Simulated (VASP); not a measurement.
Here is a VASP 6.6.1 calculation.

Contents of INCAR:

```
PREC = Accurate
ENCUT = 520
EDIFF = 1E-7
ISMEAR = -1
SIGMA = 0.05
LREAL = F
LASPH = T
NELM = 100
ALGO = Normal
ISIF = 2
LWAVE = F
LCHARG = F
GGA = PS
NBANDS = 19
```

Contents of KPOINTS:

```
Automatic mesh
0
Gamma
  14 14 8
```

File POSCAR:

```
Ti
1.0
    2.9597985897      0.0000000000      0.0000000000
   -1.4798992949      2.5632607688      0.0000000000
    0.0000000000      0.0000000000      4.7015682207
Ti
2
Direct
    0.3333333333      0.6666666667      0.2500000000
    0.6666666667      0.3333333333      0.7500000000
```

Potentials or basis: VASP PAW PBE potentials, release 64 (Ti_sv).

Run with:

```console
$ cat potpaw_PBE.64/Ti_sv/POTCAR > POTCAR
$ mpirun -np 1 vasp_std > vasp.out
```

Estimate the pressure.

-7.0 GPa.

Predict the band gap on the k mesh.

zero (band 12 reaches 8.69 eV, above the bottom of band 13 at 7.67 eV).

Stress tensor (GPa, compression positive):
```
-6.84  0.00  0.00
 0.00 -6.84  0.00
 0.00  0.00 -7.39
```

Caveat: the PAW data sets were made with another functional, which shifts forces and pressure a little.
